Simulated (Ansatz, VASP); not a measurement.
NaCl in VASP and in Ansatz

```
Na Cl
1.0
     3.20029    0.00000    0.00000
     0.00000    3.20029    0.00000
     0.00000    0.00000    3.20029
Na Cl
1 1
Direct
  0.00000 0.00000 0.00000
  0.50000 0.50000 0.50000
```

Alike in both runs: task single point; functional PBE; k mesh 8 × 8 × 8; occupations gaussian, width 0.05 eV; no spin polarisation.

```csv
,VASP,Ansatz
version,VASP 6.6.1,Ansatz 0.2.0
potentials or method,"VASP PAW PBE potentials, release 64 (Na_pv, Cl), cutoff 520 eV","scalar-relativistic, plane waves, PAW"
valence electrons in the cell,14,16
```

```tsv
	VASP	Ansatz	Ansatz less VASP
gap on the k mesh at the Fermi level (eV)	5.11	5.11	0.000
least direct gap on the mesh (eV)	5.34	5.31	-0.025
pressure (GPa)	13.4	13.4	+0.03
```

The functional is the same, so the differences come from potentials, cutoffs and numerics. VASP's potentials hold 14 valence electrons a cell and Ansatz's 16, so a difference there can come from the potentials and not from the codes.
